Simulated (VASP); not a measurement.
Write the native input for VASP 6.6.1 that does the following.

```yaml
Task: relaxation of cell and atoms
Functional: LDA
Potentials_or_basis: VASP PAW LDA potentials, release 64 (Ba_sv)
Cutoff: 600 eV
k_mesh: 8 × 8 × 8
Occupations: fermi-dirac, width 0.1 eV
Spin: no spin polarisation
Target_pressure: -0.15 GPa
Dipole_correction: no
Further_INCAR_settings: ALGO = Normal; EDIFF = 1e-07; IBRION = 2; EDIFFG = -0.005; NSW = 32; ISIF = 3
```

The structure of Ba lies in POSCAR:

```
Ba
1.0
    0.0000000000      3.6519801608      3.6519801608
    3.6519801608      0.0000000000      3.6519801608
    3.6519801608      3.6519801608      0.0000000000
Ba
2
Direct
   -0.1250000000     -0.1250000000     -0.1250000000
    0.1250000000      0.1250000000      0.1250000000
```

This isn't the form of Ba at room conditions, which is bcc.

The input as run:

INCAR

```
PREC     = Accurate       # precision mode
ENCUT    = 600            # plane-wave cutoff, eV
EDIFF    = 1E-7           # SCF threshold, eV
ISMEAR   = -1             # smearing method
SIGMA    = 0.1            # smearing width, eV
LREAL    = False          # projectors in reciprocal space
LASPH    = True           # aspherical terms in the spheres
NELM     = 100            # most SCF steps
ALGO     = Normal         # electronic algorithm
ISIF     = 3              # what is computed and relaxed
LWAVE    = False          # write WAVECAR
LCHARG   = False          # write CHGCAR
GGA      = CA             # functional
IBRION   = 2              # ionic algorithm
NSW      = 32             # ionic steps
EDIFFG   = -0.005         # ionic threshold
PSTRESS  = -1.5
```

KPOINTS

```
regular mesh
0
Gamma
  8 8 8
```

Potentials or basis: VASP PAW LDA potentials, release 64 (Ba_sv).

Run with:

```bash
$ cat potpaw_LDA.64/Ba_sv/POTCAR > POTCAR
$ mpirun -np 1 vasp_std > vasp.out
```

It gave:

```
Relaxed volume                                             : 50.95 Å³/atom
Relaxed cell                                               : a = 5.243 Å, b = 5.243 Å, c = 5.243 Å, α = 60.00°, β = 60.00°, γ = 60.00°
Space group after relaxing (to 0.1 Å)                      : Fd-3m (No. 227)
Energy change on relaxing (the run minimises the enthalpy) : -3.4 meV/atom
Ionic steps                                                : 3
Pressure after relaxing                                    : -0.2 GPa
Band gap on the k mesh                                     : zero (bands 10 and 11 overlap by 0.16 eV)
```

Caveat: the cell is relaxed towards a set pressure, so the run minimises the enthalpy, not the energy; spin-orbit coupling is left out, which moves the levels of the heavy elements.

It took 2.5 min on 1 thread of Intel(R) Xeon(R) Platinum 8488C (Sapphire Rapids), with other jobs on the host, peak memory 0.23 GiB.
